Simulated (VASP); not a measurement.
Set up this calculation in VASP 6.6.1, as the native input.

- Task: single point
- Functional: PBE
- Potentials or basis: VASP PAW PBE potentials, release 64 (Zr_sv, Pd, S)
- Cutoff: 520 eV
- k mesh: 6 × 6 × 4
- Occupations: gaussian, width 0.1 eV
- Spin: no spin polarisation
- Dipole correction: no
- Further INCAR settings: ALGO = Normal; EDIFF = 1e-06; NBANDS = 35

The structure of Zr2PdS3 lies in POSCAR:

```
Zr2PdS3
1.0
    5.6171365200      0.0000000000      0.0000000000
   -2.8085682600      4.8645829200      0.0000000000
    0.0000000000      0.0000000000      4.6515717800
Zr Pd S
2 1 3
Direct
    0.3333333300      0.6666666700      0.0000000000
    0.6666666700      0.3333333300      0.0000000000
    0.0000000000      0.0000000000      0.0000000000
    0.5000000000      0.0000000000      0.5000000000
    0.0000000000      0.5000000000      0.5000000000
    0.5000000000      0.5000000000      0.5000000000
```

The cell was built from a structure type or drawn by symmetry, and may not be a known phase.

The input as run:

INCAR

```
SYSTEM = Zr2PdS3
PREC = Accurate
ENCUT = 520
EDIFF = 1E-6
ISMEAR = 0
SIGMA = 0.1
LREAL = .FALSE.
LASPH = .TRUE.
NELM = 80
ALGO = Normal
ISIF = 2
LWAVE = .FALSE.
LCHARG = .FALSE.
GGA = PE
NBANDS = 35
```

KPOINTS

```
regular mesh
0
G
  6 6 4
  0 0 0
```

Potentials or basis: VASP PAW PBE potentials, release 64 (Zr_sv, Pd, S).

Command:

```console
$ cat potpaw_PBE.64/Zr_sv/POTCAR potpaw_PBE.64/Pd/POTCAR potpaw_PBE.64/S/POTCAR > POTCAR
$ mpirun -np 1 vasp_std > vasp.out
```

Results of the run:

- Pressure: -10.1 GPa
- Band gap on the k mesh: zero (bands 26 and 27 overlap by 0.87 eV)

Caveat: the cell stands under tension.

Run time: 2.2 min on 1 thread of Intel Xeon 8259CL (shared host), peak memory 0.29 GiB.
